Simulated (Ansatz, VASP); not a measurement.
# Fe in VASP and in Ansatz

INCAR

```
SYSTEM = Fe
  PREC = Accurate
  ENCUT = 520
  EDIFF = 1E-8
  ISMEAR = -1
  SIGMA = 0.08
  LREAL = .False.
  LASPH = .True.
  NELM = 80
  ALGO = Normal
  ISIF = 2
  LWAVE = .False.
  LCHARG = .False.
  GGA = PE
  LEFG = .True.
  NBANDS = 15
```

KPOINTS

```
regular mesh
0
Gamma
  17 17 10
  0 0 0
```

POSCAR

```
Fe
1.0
    2.3848896599      0.0000000000      0.0000000000
   -1.1924448299      2.0653750307      0.0000000000
    0.0000000000      0.0000000000      3.7641728074
Fe
2
Direct
    0.3333333333      0.6666666667      0.2500000000
    0.6666666667      0.3333333333      0.7500000000
```

Input for Ansatz:

```yaml
crystal:
  lattice:
    - [2.3848896599, 0.0, 0.0]
    - [-1.1924448299, 2.0653750307, 0.0]
    - [0.0, 0.0, 3.7641728074]
  atoms:
    - { symbol: Fe, position: [0.3333333333, 0.6666666667, 0.25] }
    - { symbol: Fe, position: [0.6666666667, 0.3333333333, 0.75] }
kpoints:
  mp_grid: { grid: [17, 17, 10] }
scf:
  occupations: { method: fermi_dirac, width: 0.08 }
hamiltonian:
  xc: pbe
  pseudopotentials: { kind: paw }
output:
  forces: true
  stress: true
  eigenvalues: true
  efg: { contact_densities: true }
```

Change from the starting cell: volume scaled by 0.9405, PAW files.

Alike in both runs: task electric field gradients; functional PBE; k mesh 17 × 17 × 10; occupations fermi-dirac, width 0.08 eV; no spin polarisation.

```csv
,VASP,Ansatz
version,VASP 6.6.1,Ansatz 0.2.0
potentials or method,"VASP PAW PBE potentials, release 64 (Fe)","PAW with Ansatz's default frozen-core files, scalar-relativistic"
plane-wave cutoff (eV),520,420
valence electrons in the cell,16,32
```

```tsv
	VASP	Ansatz	Ansatz less VASP
pressure (GPa)	33.6	34.7	+1.08
traceless stress, the component that is largest in VASP (GPa)	1.45	1.65	+0.196
size of Vzz on the site where it differs most (V/Å²)	8.7	4.1	-4.69
```

Both programs put the cell under a high pressure, so it lies far from rest at this level. VASP's potentials hold 16 valence electrons a cell and Ansatz's 32, so a difference there can come from the potentials and not from the codes.
